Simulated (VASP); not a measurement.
# NaCl (base) (Fm-3m) in VASP: further runs

Runs on NaCl (base). Level: PBE. Tasks: single point, relaxation of cell and atoms.

All numbers are computed with VASP 6.6.1; they aren't measurements. Logs are shortened: lines on timing, memory, paths and dates and some standing lists are left out, and cuts for length are marked.

### 1 The cell of the first run

It takes space group Fm-3m (No. 225, cubic). Conventional cell: a = 5.696 Å, b = 5.696 Å, c = 5.696 Å, α = 90.00°, β = 90.00°, γ = 90.00°. Within 3.8 Å of Na (site symmetry m-3m) lie 6 Cl at 2.85 Å. Within 3.8 Å of Cl (site symmetry m-3m) lie 6 Na at 2.85 Å.

### 2 Single point, PBE

Contents of INCAR:

```
SYSTEM = NaCl
ALGO     = Normal         ! electronic algorithm
EDIFF    = 1E-7           ! SCF threshold, eV
ENCUT    = 520            ! plane-wave cutoff, eV
GGA      = PE             ! functional
ISIF     = 2              ! what is computed and relaxed
ISMEAR   = 0              ! smearing method
LASPH    = .TRUE.         ! aspherical terms in the spheres
LCHARG   = .TRUE.         ! write CHGCAR
LELF     = .TRUE.         ! ELF
LREAL    = .FALSE.        ! projectors in reciprocal space
LVHAR    = .TRUE.       
LWAVE    = .FALSE.        ! write WAVECAR
NBANDS   = 14             ! bands
NELM     = 100            ! most SCF steps
PREC     = Accurate       ! precision mode
SIGMA    = 0.02           ! smearing width, eV
```

Contents of KPOINTS:

```
k-points
0
G
  8 8 8
  0 0 0
```

Contents of POSCAR:

```
NaCl
1.0
    0.0000000000      2.8479442173      2.8479442173
    2.8479442173      0.0000000000      2.8479442173
    2.8479442173      2.8479442173      0.0000000000
Na Cl
1 1
Direct
    0.0000000000      0.0000000000      0.0000000000
    0.5000000000      0.5000000000      0.5000000000
```

Potentials or basis: VASP PAW PBE potentials, release 64 (Na_pv, Cl).

On the command line:

```sh
$ cat potpaw_PBE.64/Na_pv/POTCAR potpaw_PBE.64/Cl/POTCAR > POTCAR
$ mpirun -np 1 vasp_std > vasp.out
```

OUTCAR:

```text
SYSTEM = NaCl
   EDIFF = 1E-7
   ENCUT = 520
   GGA = PE
   ISIF = 2
   ISMEAR = 0
   LASPH = .TRUE.
   LREAL = .FALSE.
   NELM = 100
   PREC = Accurate

 ion  position               nearest neighbor table
   1  0.000  0.000  0.000-
   2  0.500  0.500  0.500-

  LATTYP: Found a face centered cubic cell.
 ALAT       =     5.6958884346

  Lattice vectors:

 A1 = (   0.0000000000,   2.8479442173,   2.8479442173)
 A2 = (   2.8479442173,   0.0000000000,   2.8479442173)
 A3 = (   2.8479442173,   2.8479442173,   0.0000000000)

Analysis of symmetry for initial positions (statically):
=====================================================================
 Subroutine PRICEL returns:
 Original cell was already a primitive cell.

 Routine SETGRP: Setting up the symmetry group for a
 face centered cubic supercell.

 Subroutine GETGRP returns: Found 48 space group operations
 (whereof 48 operations were pure point group operations)
 out of a pool of 48 trial point group operations.

The static configuration has the point symmetry O_h .

Analysis of symmetry for dynamics (positions and initial velocities):
=====================================================================
 Subroutine PRICEL returns:
 Original cell was already a primitive cell.

 Routine SETGRP: Setting up the symmetry group for a
 face centered cubic supercell.

 Subroutine GETGRP returns: Found 48 space group operations
 (whereof 48 operations were pure point group operations)
 out of a pool of 48 trial point group operations.

The dynamic configuration has the point symmetry O_h .

 Subroutine INISYM returns: Found 48 space group operations
 (whereof 48 operations are pure point group operations),
 and found     1 'primitive' translations

----------------------------------------------------------------------------------------

                                     Primitive cell

  volume of cell :      46.1981

  direct lattice vectors                    reciprocal lattice vectors
     0.000000000  2.847944217  2.847944217    -0.175565236  0.175565236  0.175565236
     2.847944217  0.000000000  2.847944217     0.175565236 -0.175565236  0.175565236
     2.847944217  2.847944217  0.000000000     0.175565236  0.175565236 -0.175565236

  length of vectors
     4.027601337  4.027601337  4.027601337     0.304087910  0.304087910  0.304087910

[... 88 lines left out ...]
   POTIM  = 0.5000    time-step for ionic-motion
   TEBEG  =    0.0;   TEEND  =   0.0 temperature during run
   PSTRESS=    0.0 pullay stress
   NELECT =      14.0000    total number of electrons
   NUPDOWN=      -1.0000    fix difference up-down
   EMIN   =  10.00;   EMAX   =-10.00  energy-range for DOS
   EFERMI =   0.00;   METHOD = LEGACY
   ISMEAR =     0;   SIGMA  =   0.02  broadening in eV -4-tet -1-fermi 0-gaus
   EFERMI_NEDOS =   21; number of points for ismear=-14 and -15
   IALGO  =     38    algorithm
   IMIX   =      4    mixing-type and parameters
     AMIX     =   0.40;   BMIX     =  1.00
     AMIX_MAG =   1.60;   BMIX_MAG =  1.00
  volume/ion in A,a.u.               =      23.10       155.88
  Fermi-wavevector in a.u.,A,eV,Ry     =   1.099620  2.077981 16.451682  1.209165
  Thomas-Fermi vector in A             =   2.236018
   LORBIT       =      0    0 simple, 1 ext, 2 COOP (PROOUT), +10 PAW based schemes
   GGA     = PE    functional components
   LHFCALC =     F    Hartree Fock is set to
   AEXX    =    0.0000 exact exchange contribution
   IVDW    =     0    specifies the selected vdW correction
   LEPSILON=     F    determine dielectric tensor
   LRPA    =     F    only Hartree local field effects (RPA)
 non-spin polarized calculation
 Gauss-broadening in eV      SIGMA  =   0.02
  energy-cutoff  :      520.00
  volume of cell :       46.20
 maximum number of plane-waves:      1265
 NGX is ok and might be reduce to    30
   NGX = 15   NGY = 15   NGZ = 15

 number of electron      13.9999992 magnetization

 Free energy of the ion-electron system (eV)
  ---------------------------------------------------
  ext. energy  EPLUGINS =         0.00000000
  ---------------------------------------------------
  free energy    TOTEN  =        -6.77789126 eV

  energy without entropy =       -6.77789126  energy(sigma->0) =       -6.77789126

 E-fermi :  -0.7052     XC(G=0):  -8.0404

 val. band max:       -0.8990346706   @ k =   0.0000   0.0000   0.0000
 cond. band min:       4.0965890189   @ k =   0.0000   0.0000   0.0000
 fundamental gap:      4.9956236894
 Fermi energy:        -0.7052195733

 k-point     1 :       0.0000    0.0000    0.0000
  band No.  band energies     occupation
      1     -21.7760      2.00000
      2     -21.7760      2.00000
      3     -21.7760      2.00000
      4     -13.4931      2.00000
      5      -0.8990      2.00000
      6      -0.8990      2.00000
      7      -0.8990      2.00000
      8       4.0966      0.00000
      9      10.1894      0.00000
     10      10.1894      0.00000
     11      10.1894      0.00000
     12      12.3120      0.00000
     13      12.3120      0.00000
     14      13.8704      0.00000
[... 377 lines left out ...]
      1     -21.7964      2.00000
      2     -21.7831      2.00000
      3     -21.7798      2.00000
      4     -13.1552      2.00000
      5      -2.4721      2.00000
      6      -1.6212      2.00000
      7      -1.2876      2.00000
      8       7.3547      0.00000
      9       8.5080      0.00000
     10       9.2470      0.00000
     11      10.7232      0.00000
     12      13.2978      0.00000
     13      14.5186      0.00000
     14      15.5704      0.00000

 [... further k-points ...]

------------------------ aborting loop because EDIFF is reached ----------------------------------------

  FORCE on cell =-STRESS in cart. coord.  units (eV):
  Direction    XX          YY          ZZ          XY          YZ          ZX
  --------------------------------------------------------------------------------------
  -------------------------------------------------------------------------------------
  Total       -0.0091652     -0.0091652     -0.0091652      0.0000000     -0.0000000     -0.0000000
  in kB       -0.3178526     -0.3178526     -0.3178526      0.0000000     -0.0000000     -0.0000000
  external PRESSURE =      -0.3178526 kB  Pullay stress =       0.0000000 kB

 VOLUME and BASIS-vectors are now :
 -----------------------------------------------------------------------------
  energy-cutoff  :      520.00
  volume of cell :       46.20
      direct lattice vectors                 reciprocal lattice vectors
     0.000000000  2.847944217  2.847944217    -0.175565236  0.175565236  0.175565236
     2.847944217  0.000000000  2.847944217     0.175565236 -0.175565236  0.175565236
     2.847944217  2.847944217  0.000000000     0.175565236  0.175565236 -0.175565236

 POSITION                                       TOTAL-FORCE (eV/Angst)
 -----------------------------------------------------------------------------------
      0.00000      0.00000      0.00000         0.000000      0.000000      0.000000
      2.84794      2.84794      2.84794         0.000000      0.000000     -0.000000
 -----------------------------------------------------------------------------------
    total drift:                               -0.000000      0.000000      0.000000

  FREE ENERGIE OF THE ION-ELECTRON SYSTEM (eV)
  ---------------------------------------------------
  free  energy   TOTEN  =        -6.7778912612 eV

  energy  without entropy=       -6.7778912612  energy(sigma->0) =       -6.77789126
```

OSZICAR:

```text
N       E                     dE             d eps       ncg     rms          rms(c)
DAV:   1     0.104512157047E+03    0.10451E+03   -0.70605E+03   828   0.993E+02
DAV:   2     0.194565532666E+01   -0.10257E+03   -0.93573E+02   920   0.276E+02
DAV:   3    -0.683561888142E+01   -0.87813E+01   -0.87240E+01  1046   0.729E+01
DAV:   4    -0.697895709296E+01   -0.14334E+00   -0.14328E+00   938   0.102E+01
DAV:   5    -0.698199677383E+01   -0.30397E-02   -0.30395E-02  1060   0.154E+00    0.214E+00
DAV:   6    -0.678362744630E+01    0.19837E+00   -0.33460E-01  1004   0.327E+00    0.159E+00
DAV:   7    -0.677196140378E+01    0.11666E-01   -0.82778E-02  1098   0.162E+00    0.109E+00
DAV:   8    -0.677789018284E+01   -0.59288E-02   -0.10443E-02   890   0.860E-01    0.301E-01
DAV:   9    -0.677777388942E+01    0.11629E-03   -0.21756E-04  1028   0.112E-01    0.173E-01
DAV:  10    -0.677790492388E+01   -0.13103E-03   -0.38414E-04   914   0.143E-01    0.781E-02
DAV:  11    -0.677789102477E+01    0.13899E-04   -0.23555E-05  1040   0.416E-02    0.193E-02
DAV:  12    -0.677789082537E+01    0.19940E-06   -0.30720E-06   950   0.148E-02    0.144E-03
DAV:  13    -0.677789145379E+01   -0.62841E-06   -0.34112E-07   998   0.399E-03    0.308E-03
DAV:  14    -0.677789126957E+01    0.18421E-06   -0.38086E-08   718   0.109E-03    0.303E-04
DAV:  15    -0.677789126119E+01    0.83842E-08   -0.27182E-09   562   0.471E-04
   1 F= -.67778913E+01 E0= -.67778913E+01  d E =-.108453E-44
```

It took 13 s on 1 thread of Intel Xeon Platinum 8488C (Sapphire Rapids), shared host; peak memory 0.16 GiB.

What came out:

```
Free energy            : -6.7779 eV
Pressure               : 0.0 GPa
Band gap on the k mesh : 5.00 eV, direct
```

### 3 Relaxation of cell and atoms, PBE

This run uses another cell than the first one, of 22.19 Å³/atom, 0.961 times its volume.

Contents of INCAR:

```
SYSTEM = NaCl
ALGO     = Normal         ! electronic algorithm
EDIFF    = 1E-7           ! SCF threshold, eV
EDIFFG   = -0.002         ! ionic threshold
ENCUT    = 600            ! plane-wave cutoff, eV
GGA      = PE             ! functional
IBRION   = 2              ! ionic algorithm
ISIF     = 3              ! what is computed and relaxed
ISMEAR   = 0              ! smearing method
LASPH    = .True.         ! aspherical terms in the spheres
LCHARG   = .False.        ! write CHGCAR
LREAL    = .False.        ! projectors in reciprocal space
LWAVE    = .False.        ! write WAVECAR
NELM     = 100            ! most SCF steps
NSW      = 100            ! ionic steps
PREC     = Accurate       ! precision mode
SIGMA    = 0.02           ! smearing width, eV
```

Contents of KPOINTS:

```
k-points
0
Gamma
  8 8 8
  0 0 0
```

Contents of POSCAR:

```
NaCl
1.0
    0.0000000000      2.8100000000      2.8100000000
    2.8100000000      0.0000000000      2.8100000000
    2.8100000000      2.8100000000      0.0000000000
Na Cl
1 1
Direct
    0.0000000000      0.0000000000      0.0000000000
    0.5000000000      0.5000000000      0.5000000000
```

Potentials or basis: VASP PAW PBE potentials, release 64 (Na_pv, Cl).

On the command line:

```sh
$ cat potpaw_PBE.64/Na_pv/POTCAR potpaw_PBE.64/Cl/POTCAR > POTCAR
$ mpirun -np 1 vasp_std > vasp.out
```

OUTCAR:

```text
SYSTEM = NaCl
   EDIFF = 1E-7
   EDIFFG = -0.002
   ENCUT = 600
   GGA = PE
   IBRION = 2
   ISIF = 3
   ISMEAR = 0
   LASPH = .True.
   LREAL = .False.
   NELM = 100
   NSW = 100
   PREC = Accurate

 ion  position               nearest neighbor table
   1  0.000  0.000  0.000-
   2  0.500  0.500  0.500-

  LATTYP: Found a face centered cubic cell.
 ALAT       =     5.6200000000

  Lattice vectors:

 A1 = (   0.0000000000,   2.8100000000,   2.8100000000)
 A2 = (   2.8100000000,   0.0000000000,   2.8100000000)
 A3 = (   2.8100000000,   2.8100000000,   0.0000000000)

Analysis of symmetry for initial positions (statically):
=====================================================================
 Subroutine PRICEL returns:
 Original cell was already a primitive cell.

 Routine SETGRP: Setting up the symmetry group for a
 face centered cubic supercell.

 Subroutine GETGRP returns: Found 48 space group operations
 (whereof 48 operations were pure point group operations)
 out of a pool of 48 trial point group operations.

The static configuration has the point symmetry O_h .

Analysis of symmetry for dynamics (positions and initial velocities):
=====================================================================
 Subroutine PRICEL returns:
 Original cell was already a primitive cell.

 Routine SETGRP: Setting up the symmetry group for a
 face centered cubic supercell.

 Subroutine GETGRP returns: Found 48 space group operations
 (whereof 48 operations were pure point group operations)
 out of a pool of 48 trial point group operations.

The dynamic configuration has the point symmetry O_h .

 Subroutine INISYM returns: Found 48 space group operations
 (whereof 48 operations are pure point group operations),
 and found     1 'primitive' translations

----------------------------------------------------------------------------------------

                                     Primitive cell
[... 131 lines left out ...]

 number of electron      14.0000007 magnetization

 Free energy of the ion-electron system (eV)
  ---------------------------------------------------
  ext. energy  EPLUGINS =         0.00000000
  ---------------------------------------------------
  free energy    TOTEN  =        -6.77227703 eV

  energy without entropy =       -6.77227703  energy(sigma->0) =       -6.77227703

------------------------ aborting loop because EDIFF is reached ----------------------------------------

  FORCE on cell =-STRESS in cart. coord.  units (eV):
  Direction    XX          YY          ZZ          XY          YZ          ZX
  --------------------------------------------------------------------------------------
  -------------------------------------------------------------------------------------
  Total        0.2913530      0.2913530      0.2913530      0.0000000      0.0000000     -0.0000000
  in kB       10.5191623     10.5191623     10.5191623      0.0000000      0.0000000     -0.0000000
  external PRESSURE =      10.5191623 kB  Pullay stress =       0.0000000 kB
[... 95 lines left out ...]
--------------------------------------- Ionic step        4  -------------------------------------------

 number of electron      13.9999997 magnetization

 Free energy of the ion-electron system (eV)
  ---------------------------------------------------
  ext. energy  EPLUGINS =         0.00000000
  ---------------------------------------------------
  free energy    TOTEN  =        -6.77804656 eV

  energy without entropy =       -6.77804656  energy(sigma->0) =       -6.77804656

 E-fermi :  -0.8164     XC(G=0):  -8.0399

 val. band max:       -0.8999056792   @ k =   0.0000   0.0000   0.0000
 cond. band min:       4.0954740031   @ k =   0.0000   0.0000   0.0000
 fundamental gap:      4.9953796823
 Fermi energy:        -0.8164135930

 k-point     1 :       0.0000    0.0000    0.0000
  band No.  band energies     occupation
      1     -21.7770      2.00000
      2     -21.7770      2.00000
      3     -21.7770      2.00000
      4     -13.4932      2.00000
      5      -0.8999      2.00000
      6      -0.8999      2.00000
      7      -0.8999      2.00000
      8       4.0955      0.00000
      9      10.1885      0.00000
     10      10.1885      0.00000
     11      10.1885      0.00000
[... 309 lines left out ...]
 k-point    24 :      -0.3750    0.2500    0.1250
  band No.  band energies     occupation
      1     -21.7973      2.00000
      2     -21.7841      2.00000
      3     -21.7808      2.00000
      4     -13.1554      2.00000
      5      -2.4727      2.00000
      6      -1.6219      2.00000
      7      -1.2884      2.00000
      8       7.3534      0.00000
      9       8.5068      0.00000
     10       9.2455      0.00000
     11      10.7219      0.00000

 [... further k-points ...]

------------------------ aborting loop because EDIFF is reached ----------------------------------------

  FORCE on cell =-STRESS in cart. coord.  units (eV):
  Direction    XX          YY          ZZ          XY          YZ          ZX
  --------------------------------------------------------------------------------------
  -------------------------------------------------------------------------------------
  Total        0.0018928      0.0018928      0.0018928      0.0000000      0.0000000     -0.0000000
  in kB        0.0656344      0.0656344      0.0656344      0.0000000      0.0000000     -0.0000000
  external PRESSURE =       0.0656344 kB  Pullay stress =       0.0000000 kB
[... 17 lines left out ...]
  FREE ENERGIE OF THE ION-ELECTRON SYSTEM (eV)
  ---------------------------------------------------
  free  energy   TOTEN  =        -6.7780465555 eV

  energy  without entropy=       -6.7780465555  energy(sigma->0) =       -6.77804656

 reached required accuracy - stopping structural energy minimisation
```

OSZICAR:

```text
N       E                     dE             d eps       ncg     rms          rms(c)
DAV:   1     0.106176068869E+03    0.10618E+03   -0.79622E+03   638   0.141E+03
DAV:   2     0.341493611412E+01   -0.10276E+03   -0.95208E+02   705   0.302E+02
DAV:   3    -0.672980230702E+01   -0.10145E+02   -0.10059E+02   770   0.940E+01
[... 36 lines left out ...]
DAV:   1    -0.677818946179E+01   -0.14867E-03   -0.32383E-03   722   0.877E-01    0.785E-02
DAV:   2    -0.677806685350E+01    0.12261E-03   -0.20318E-04   719   0.154E-01    0.314E-02
DAV:   3    -0.677804677902E+01    0.20074E-04   -0.47521E-05   722   0.796E-02    0.150E-02
DAV:   4    -0.677804653142E+01    0.24760E-06   -0.13123E-06   874   0.150E-02    0.123E-03
DAV:   5    -0.677804655547E+01   -0.24047E-07   -0.11501E-07   340   0.356E-03
   4 F= -.67780466E+01 E0= -.67780466E+01  d E =-.576953E-02
```

CONTCAR:

```text
NaCl
   1.00000000000000
     0.0000000000000000    2.8480553666633459    2.8480553666633459
     2.8480553666633459    0.0000000000000000    2.8480553666633459
     2.8480553666633459    2.8480553666633459   -0.0000000000000000
  Na              Cl
     1     1
Direct
     0.0000000000000000    0.0000000000000000    0.0000000000000000
     0.5000000000000000    0.5000000000000000    0.5000000000000000

  0.00000000E+00  0.00000000E+00  0.00000000E+00
  0.00000000E+00  0.00000000E+00  0.00000000E+00
```

Run time: 24 s. Hardware: 1 thread of Intel Xeon Platinum 8488C (Sapphire Rapids), shared host; peak memory 0.17 GiB.

What came out:

- Free energy: -6.7780 eV
- Relaxed volume: 23.10 Å³/atom
- Relaxed cell: a = 4.028 Å, b = 4.028 Å, c = 4.028 Å, α = 60.00°, β = 60.00°, γ = 60.00°
- Space group after relaxing (to 0.05 Å): Fm-3m (No. 225)
- Energy gained by relaxing: 2.9 meV/atom
- Ionic steps: 4
- Pressure after relaxing: 0.0 GPa
- Band gap on the k mesh: 5.00 eV, direct

Step by step:
```csv
step,energy change (eV),largest force (eV/Å),pressure (GPa),volume (Å³)
1,0.0000,0.0000,1.05,44.38
2,-0.0045,0.0000,0.48,45.32
3,-0.0058,0.0000,-0.03,46.26
4,-0.0058,0.0000,0.01,46.20
```

Final structure:
```xyz
2
Lattice="0.0000 2.8481 2.8481 2.8481 0.0000 2.8481 2.8481 2.8481 0.0000" Properties=species:S:1:pos:R:3 pbc="T T T"
Na    0.0000    0.0000    0.0000
Cl    2.8481    2.8481    2.8481
```

A k mesh can miss the band edges. PBE usually gives volumes a little too large and moduli too small.
